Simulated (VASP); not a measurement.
# SrCuS2 (P4/nmm) in VASP: single point with LDA

Aim: the single point of SrCuS2 with LDA.

All numbers are computed with VASP 6.6.1; they aren't measurements. Logs are shortened: lines on timing, memory, paths and dates and some standing lists are left out, and cuts for length are marked.

## (1) The cell of the first run

Symmetry: P4/nmm, No. 129, tetragonal system. Conventional cell: a = 4.230 Å, b = 4.230 Å, c = 8.758 Å, α = 90.00°, β = 90.00°, γ = 90.00°. Sr (site symmetry 4mm) has 9 S at 2.88 to 3.45 Å and 5 Cu at 3.51 to 3.63 Å within 3.8 Å. Cu (site symmetry 4mm) has 5 S at 2.25 to 2.30 Å within 3.0 Å. S (site symmetry 4mm) has 1 Cu at 2.25 Å and 5 Sr at 2.88 to 3.02 Å within 3.1 Å. S (site symmetry -4m2) has 4 Cu at 2.30 Å and 4 S at 2.99 Å within 3.0 Å.

## (2) Single point, LDA, collinear spin, zero start

The input, INCAR:

```
PREC = Accurate
ENCUT = 520
EDIFF = 1E-6
ISMEAR = -1
SIGMA = 0.1
LREAL = F
LASPH = T
NELM = 150
ALGO = Normal
ISIF = 2
LWAVE = F
LCHARG = F
ISPIN = 2
MAGMOM = 0 0 0 0 0 0 0 0
LORBIT = 11
LMAXMIX = 4
NBANDS = 47
```

The input, KPOINTS:

```
regular mesh
0
Gamma
  4 4 2
```

The input, POSCAR:

```
SrCuS2
1.0
    4.2301933003      0.0000000000      0.0000000000
    0.0000000000      4.2301933003      0.0000000000
    0.0000000000      0.0000000000      8.7580148882
Sr Cu S
2 2 4
Direct
    0.2500000000      0.2500000000      0.6883109863
    0.7500000000      0.7500000000      0.3116890137
    0.2500000000      0.2500000000      0.1022998893
    0.7500000000      0.7500000000      0.8977001107
    0.2500000000      0.2500000000      0.3589959054
    0.7500000000      0.7500000000      0.6410040946
    0.7500000000      0.2500000000      0.0000000000
    0.2500000000      0.7500000000      0.0000000000
```

Potentials or basis: VASP PAW LDA potentials, release 64 (Sr_sv, Cu, S).

Started as:

```bash
$ cat potpaw_LDA.64/Sr_sv/POTCAR potpaw_LDA.64/Cu/POTCAR potpaw_LDA.64/S/POTCAR > POTCAR
$ mpirun -np 1 vasp_std > vasp.out
```

OUTCAR:

```text
PREC = Accurate
   ENCUT = 520
   EDIFF = 1E-6
   ISMEAR = -1
   LREAL = F
   LASPH = T
   NELM = 150
   ISIF = 2
   ISPIN = 2
   LORBIT = 11

 ion  position               nearest neighbor table
   1  0.250  0.250  0.688-   5 2.88   6 3.02   6 3.02   6 3.02   6 3.02   8 3.45   8 3.45   7 3.45
                             7 3.45   4 3.51   4 3.51   4 3.51   4 3.51   3 3.63   2 4.45   2 4.45
   2  0.750  0.750  0.312-   6 2.88   5 3.02   5 3.02   5 3.02   5 3.02   7 3.45   8 3.45   8 3.45
                             7 3.45   3 3.51   3 3.51   3 3.51   3 3.51   4 3.63   1 4.45   1 4.45
   3  0.250  0.250  0.102-   5 2.25   7 2.30   8 2.30   8 2.30   7 2.30   2 3.51   2 3.51   2 3.51
                             2 3.51   1 3.63
   4  0.750  0.750  0.898-   6 2.25   7 2.30   8 2.30   7 2.30   8 2.30   1 3.51   1 3.51   1 3.51
                             1 3.51   2 3.63
   5  0.250  0.250  0.359-   3 2.25   1 2.88   2 3.02   2 3.02   2 3.02   2 3.02
   6  0.750  0.750  0.641-   4 2.25   2 2.88   1 3.02   1 3.02   1 3.02   1 3.02
   7  0.750  0.250  0.000-   3 2.30   4 2.30   4 2.30   3 2.30   2 3.45   1 3.45   1 3.45   2 3.45

   8  0.250  0.750  0.000-   3 2.30   4 2.30   3 2.30   4 2.30   1 3.45   1 3.45   2 3.45   2 3.45

  LATTYP: Found a simple tetragonal cell.
 ALAT       =     4.2301933003
 C/A-ratio  =     2.0703580821

  Lattice vectors:

 A1 = (   4.2301933003,   0.0000000000,   0.0000000000)
 A2 = (   0.0000000000,   4.2301933003,   0.0000000000)
 A3 = (   0.0000000000,   0.0000000000,   8.7580148882)

Analysis of symmetry for initial positions (statically):
=====================================================================
 Subroutine PRICEL returns:
 Original cell was already a primitive cell.

 Routine SETGRP: Setting up the symmetry group for a
 simple tetragonal supercell.

 Subroutine GETGRP returns: Found 16 space group operations
 (whereof  4 operations were pure point group operations)
 out of a pool of 16 trial point group operations.

The static configuration has the point symmetry C_2h.
 The point group associated with its full space group is D_4h.

Analysis of symmetry for dynamics (positions and initial velocities):
=====================================================================
 Subroutine PRICEL returns:
 Original cell was already a primitive cell.

 Routine SETGRP: Setting up the symmetry group for a
 simple tetragonal supercell.

 Subroutine GETGRP returns: Found 16 space group operations
 (whereof  4 operations were pure point group operations)
 out of a pool of 16 trial point group operations.

The dynamic configuration has the point symmetry C_2h.
 The point group associated with its full space group is D_4h.

Analysis of structural, dynamic, and magnetic symmetry:
=====================================================================
 Subroutine PRICEL returns:
 Original cell was already a primitive cell.

 Routine SETGRP: Setting up the symmetry group for a
 simple tetragonal supercell.

 Subroutine GETGRP returns: Found 16 space group operations
 (whereof  4 operations were pure point group operations)
 out of a pool of 16 trial point group operations.

The overall configuration has the point symmetry C_2h.
 The point group associated with its full space group is D_4h.

 Subroutine INISYM returns: Found 16 space group operations
 (whereof  4 operations are pure point group operations),
 and found     1 'primitive' translations

----------------------------------------------------------------------------------------

                                     Primitive cell

  volume of cell :     156.7206

  direct lattice vectors                    reciprocal lattice vectors
     4.230193300  0.000000000  0.000000000     0.236395817  0.000000000  0.000000000
     0.000000000  4.230193300  0.000000000     0.000000000  0.236395817  0.000000000
     0.000000000  0.000000000  8.758014888     0.000000000  0.000000000  0.114181126

  length of vectors
     4.230193300  4.230193300  8.758014888     0.236395817  0.236395817  0.114181126

  position of ions in fractional coordinates (direct lattice)
     0.250000000  0.250000000  0.688310986
     0.750000000  0.750000000  0.311689014
     0.250000000  0.250000000  0.102299889
     0.750000000  0.750000000  0.897700111
[... 63 lines left out ...]
   NGXF,Y,Z  is equivalent  to a cutoff of  25.15, 25.15, 26.58 a.u.
 SYSTEM =  unknown system
   PREC   = accura    normal or accurate (medium, high low for compatibility)
   ISTART =      0    job   : 0-new  1-cont  2-samecut
   ICHARG =      2    charge: 1-file 2-atom 10-const
   ISPIN  =      2    spin polarized calculation?
   LNONCOLLINEAR =      F non collinear calculations
   LSORBIT =      F    spin-orbit coupling
   LASPH  =      T    aspherical Exc in radial PAW
   ENCUT  =  520.0 eV  38.22 Ry    6.18 a.u.   7.87  7.87 16.28*2*pi/ulx,y,z
   NELM   =    150;   NELMIN=  2; NELMDL= -5     # of ELM steps
   EDIFF  = 0.1E-05   stopping-criterion for ELM
   LREAL  =      F    real-space projection
   EDIFFG = 0.1E-04   stopping-criterion for IOM
   NSW    =      0    number of steps for IOM
   IBRION =     -1    ionic relax: 0-MD 1-quasi-New 2-CG
   NFREE  =      0    steps in history (QN), initial steepest desc. (CG)
   ISIF   =      2    stress and relaxation
   ISYM   =      2    0-nonsym 1-usesym 2-fastsym
   POTIM  = 0.5000    time-step for ionic-motion
   TEBEG  =    0.0;   TEEND  =   0.0 temperature during run
   PSTRESS=    0.0 pullay stress
   NELECT =      66.0000    total number of electrons
   NUPDOWN=      -1.0000    fix difference up-down
   EMIN   =  10.00;   EMAX   =-10.00  energy-range for DOS
   EFERMI =   0.00;   METHOD = LEGACY
   ISMEAR =    -1;   SIGMA  =   0.10  broadening in eV -4-tet -1-fermi 0-gaus
   EFERMI_NEDOS =   21; number of points for ismear=-14 and -15
   IALGO  =     38    algorithm
   IMIX   =      4    mixing-type and parameters
     AMIX     =   0.40;   BMIX     =  1.00
     AMIX_MAG =   1.60;   BMIX_MAG =  1.00
  volume/ion in A,a.u.               =      19.59       132.20
  Fermi-wavevector in a.u.,A,eV,Ry     =   1.227102  2.318887 20.487382  1.505780
  Thomas-Fermi vector in A             =   2.362078
   LORBIT       =     11    0 simple, 1 ext, 2 COOP (PROOUT), +10 PAW based schemes
   GGA     = CA    functional components
   LHFCALC =     F    Hartree Fock is set to
   AEXX    =    0.0000 exact exchange contribution
   IVDW    =     0    specifies the selected vdW correction
   LEPSILON=     F    determine dielectric tensor
   LRPA    =     F    only Hartree local field effects (RPA)
 spin polarized calculation
  energy-cutoff  :      520.00
  volume of cell :      156.72
 maximum number of plane-waves:      4245
 NGX is ok and might be reduce to    32
   NGX = 15   NGY = 15   NGZ = 33

 number of electron      66.0000047 magnetization      -0.0000002

 number of electron      66.0000047 magnetization       0.0000008

 Free energy of the ion-electron system (eV)
  ---------------------------------------------------
  ext. energy  EPLUGINS =         0.00000000
  ---------------------------------------------------
  free energy    TOTEN  =       -41.58746722 eV

  energy without entropy =      -41.52876361  energy(sigma->0) =      -41.55811542

 E-fermi :   4.6232     XC(G=0): -10.4510

 val. band max:        4.5351271708   @ k =   0.0000   0.0000   0.5000
 cond. band min:       4.7589319478   @ k =   0.0000   0.0000   0.0000
 fundamental gap:      0.2238047770
 Fermi energy:         4.6231738769

 spin component 1

 k-point     1 :       0.0000    0.0000    0.0000
  band No.  band energies     occupation
      1     -29.6369      1.00000
      2     -29.6292      1.00000
      3     -12.0354      1.00000
      4     -11.8275      1.00000
      5     -11.7405      1.00000
      6     -11.7405      1.00000
[... 565 lines left out ...]
     44      11.0177      0.00000
     45      11.7454      0.00000
 Fermi energy:         4.6231738769

 spin component 2

 k-point     1 :       0.0000    0.0000    0.0000
  band No.  band energies     occupation
      1     -29.6369      1.00000
      2     -29.6292      1.00000
      3     -12.0354      1.00000
      4     -11.8275      1.00000
      5     -11.7405      1.00000
      6     -11.7405      1.00000
[... 565 lines left out ...]
     44      11.0177      0.00000
     45      11.7454      0.00000
 [bands above 45 left out]

------------------------ aborting loop because EDIFF is reached ----------------------------------------

  FORCE on cell =-STRESS in cart. coord.  units (eV):
  Direction    XX          YY          ZZ          XY          YZ          ZX
  --------------------------------------------------------------------------------------
  -------------------------------------------------------------------------------------
  Total        0.2450193      0.2450193      0.2481580      0.0000000      0.0000000      0.0000000
  in kB        2.5048672      2.5048672      2.5369545      0.0000000      0.0000000      0.0000000
  external PRESSURE =       2.5155629 kB  Pullay stress =       0.0000000 kB

 VOLUME and BASIS-vectors are now :
 -----------------------------------------------------------------------------
  energy-cutoff  :      520.00
  volume of cell :      156.72
      direct lattice vectors                 reciprocal lattice vectors
     4.230193300  0.000000000  0.000000000     0.236395817  0.000000000  0.000000000
     0.000000000  4.230193300  0.000000000     0.000000000  0.236395817  0.000000000
     0.000000000  0.000000000  8.758014888     0.000000000  0.000000000  0.114181126

 POSITION                                       TOTAL-FORCE (eV/Angst)
 -----------------------------------------------------------------------------------
      1.05755      1.05755      6.02824        -0.000000      0.000000      0.012939
      3.17264      3.17264      2.72978        -0.000000     -0.000000     -0.012939
      1.05755      1.05755      0.89594         0.000000      0.000000      0.026505
      3.17264      3.17264      7.86207         0.000000     -0.000000     -0.026505
      1.05755      1.05755      3.14409         0.000000      0.000000     -0.000864
      3.17264      3.17264      5.61392        -0.000000     -0.000000      0.000864
      3.17264      1.05755      0.00000        -0.000000     -0.000000     -0.000000
      1.05755      3.17264      0.00000        -0.000000      0.000000     -0.000000
 -----------------------------------------------------------------------------------
    total drift:                                0.000000     -0.000000     -0.000000

  FREE ENERGIE OF THE ION-ELECTRON SYSTEM (eV)
  ---------------------------------------------------
  free  energy   TOTEN  =       -41.5874672218 eV

  energy  without entropy=      -41.5287636096  energy(sigma->0) =      -41.55811542

 total charge

# of ion       s       p       d       tot
------------------------------------------
    1        2.005   5.765   0.218   7.988
    2        2.005   5.765   0.218   7.988
    3        0.431   0.487   9.195  10.114
    4        0.431   0.487   9.195  10.114
    5        1.316   2.444   0.000   3.760
    6        1.316   2.444   0.000   3.760
    7        1.361   2.319   0.000   3.679
    8        1.361   2.319   0.000   3.679
--------------------------------------------------
tot         10.225  22.030  18.826  51.082

 magnetization (x)

# of ion       s       p       d       tot
------------------------------------------
    1       -0.000  -0.000  -0.000  -0.000
    2       -0.000  -0.000  -0.000  -0.000
    3        0.000  -0.000  -0.000   0.000
    4        0.000  -0.000  -0.000   0.000
    5       -0.000   0.000   0.000   0.000
    6       -0.000   0.000   0.000   0.000
    7        0.000  -0.000   0.000   0.000
    8        0.000  -0.000   0.000   0.000
--------------------------------------------------
tot         -0.000  -0.000  -0.000  -0.000
```

Run time: 3.6 min. Hardware: 1 thread of AMD EPYC 7R13 (Zen 3), shared host; peak memory 0.27 GiB.

What came out:

* Free energy: -41.5875 eV
* Pressure: 0.3 GPa
* Largest force: 0.027 eV/Å
* Band gap on the k mesh: zero (filled and empty bands overlap)
* Net moment: 0.00 μB per cell
* Valence electrons inside the program's atomic spheres: Sr 7.99; Cu 10.11; S 3.76, 3.68 (each value once)

Forces in eV/Å, atoms in the order of the input:
```
Sr   0.000  0.000  0.013
Sr   0.000  0.000 -0.013
Cu   0.000  0.000  0.027
Cu   0.000  0.000 -0.027
S    0.000  0.000 -0.001
S    0.000  0.000  0.001
S    0.000  0.000  0.000
S    0.000  0.000  0.000
```

Caveat: the k points lie up to 0.37 Å⁻¹ apart, too coarse for converged energies and pressures of a metal. With open d or f shells a metallic result of LDA can be an artefact of self-interaction; +U or a hybrid may open a gap.
